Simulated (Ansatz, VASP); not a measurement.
## One calculation of Hg, two programs

File INCAR:

```
PREC     = Accurate       # precision mode
ENCUT    = 520            # plane-wave cutoff, eV
EDIFF    = 1E-6           # SCF threshold, eV
ISMEAR   = 0              # smearing method
SIGMA    = 0.15           # smearing width, eV
LREAL    = False          # projectors in reciprocal space
LASPH    = True           # aspherical terms in the spheres
NELM     = 80             # most SCF steps
ALGO     = Fast           # electronic algorithm
ISIF     = 2              # what is computed and relaxed
LWAVE    = False          # write WAVECAR
LCHARG   = True           # write CHGCAR
GGA      = PE             # functional
IVDW     = 12             # dispersion correction
LELF     = True           # ELF
LVHAR    = True         
NBANDS   = 12             # bands
```

The input KPOINTS:

```
Automatic mesh
0
Gamma
  20 20 20
```

Contents of POSCAR:

```
Hg
1.0
    0.0000000000      2.3533254169      2.4709916877
    2.3533254169      0.0000000000      2.4709916877
    2.3533254169      2.3533254169      0.0000000000
Hg
1
Direct
    0.0000000000      0.0000000000      0.0000000000
```

Input for Ansatz:

```yaml
crystal:
  lattice:
    - [0.0, 2.3533254169, 2.4709916877]
    - [2.3533254169, 0.0, 2.4709916877]
    - [2.3533254169, 2.3533254169, 0.0]
  atoms:
    - { symbol: Hg, position: [0.0, 0.0, 0.0] }
basis:
  ecutwfc: 420
kpoints:
  mp_grid: { grid: [20, 20, 20] }
hamiltonian:
  xc: pbe
  dispersion: d3bj
scf:
  occupations: { method: gaussian, width: 0.15 }
output:
  forces: true
  stress: true
  eigenvalues: true
```

Alike in both runs: task single point; functional PBE; dispersion D3(BJ); k mesh 20 × 20 × 20; occupations gaussian, width 0.15 eV; no spin polarisation.

|  | VASP | Ansatz |
| --- | --- | --- |
| version | VASP 6.6.1 | Ansatz 0.2.0 |
| potentials or method | VASP PAW PBE potentials, release 64 (Hg), cutoff 520 eV | scalar-relativistic, plane waves, PAW |
| valence electrons in the cell | 12 | 20 |

```tsv
	VASP	Ansatz	Ansatz less VASP
gap on the k mesh at the Fermi level (eV)	none	none	-
pressure (GPa)	-1.1	-1.3	-0.17
traceless stress, the component that is largest in VASP (GPa)	0.49	0.51	+0.018
```

A gap of «none» marks a metal or a gap that the smearing closes. VASP's potentials hold 12 valence electrons a cell and Ansatz's 20, so a difference there can come from the potentials and not from the codes.

Neither program's run includes spin-orbit coupling.
